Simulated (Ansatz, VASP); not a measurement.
# TiAl in VASP and in Ansatz

Contents of INCAR:

```
  PREC = Accurate
  ENCUT = 520
  EDIFF = 1E-7
  ISMEAR = -1
  SIGMA = 0.1
  LREAL = False
  LASPH = True
  NELM = 100
  ALGO = Normal
  ISIF = 2
  LWAVE = False
  LCHARG = True
  GGA = PS
  LELF = True
  LVHAR = True
  NBANDS = 14
```

File KPOINTS:

```
regular mesh
0
Gamma
  9 9 5
```

Contents of POSCAR:

```
TiAl
1.0
    2.8672620000      0.0000000000      0.0000000000
   -1.4336310000      2.4831220000      0.0000000000
    0.0000000000      0.0000000000      4.6780830000
Ti Al
1 1
Direct
    0.0000000000      0.0000000000      0.0000000000
    0.3333333333      0.6666666667      0.5000000000
```

Input for Ansatz:

```yaml
crystal:
  lattice:
    - [2.867262, 0.0, 0.0]
    - [-1.433631, 2.483122, 0.0]
    - [0.0, 0.0, 4.678083]
  atoms:
    - { symbol: Ti, position: [0.0, 0.0, 0.0] }
    - { symbol: Al, position: [0.3333333333333333, 0.6666666666666666, 0.5] }
kpoints:
  mp_grid:
    grid: [9, 9, 5]
hamiltonian:
  xc: pbesol
scf:
  convergence:
    dr2_threshold: 1.0e-07
  occupations:
    method: fermi_dirac
    width: 0.1
output:
  stress: true
```

Alike in both runs: task single point; functional PBEsol; k mesh 9 × 9 × 5; occupations fermi-dirac, width 0.1 eV; no spin polarisation.

|  | VASP | Ansatz |
| --- | --- | --- |
| version | VASP 6.6.1 | Ansatz 0.2.0 |
| potentials or method | VASP PAW PBE potentials, release 64 (Ti_sv, Al) | plane waves, PAW |
| plane-wave cutoff (eV) | 520 | 420 |
| valence electrons in the cell | 15 | 15 |

Ansatz gave:

```
pressure (GPa)                                                : -2.8
traceless stress, the component that is largest in VASP (GPa) : -0.89
```

Estimate VASP's values.

pressure (GPa): -2.8; traceless stress, the component that is largest in VASP (GPa): -0.83.

VASP's potentials were made for PBE, not for PBEsol. Ansatz's warnings: stress scf threshold loose.
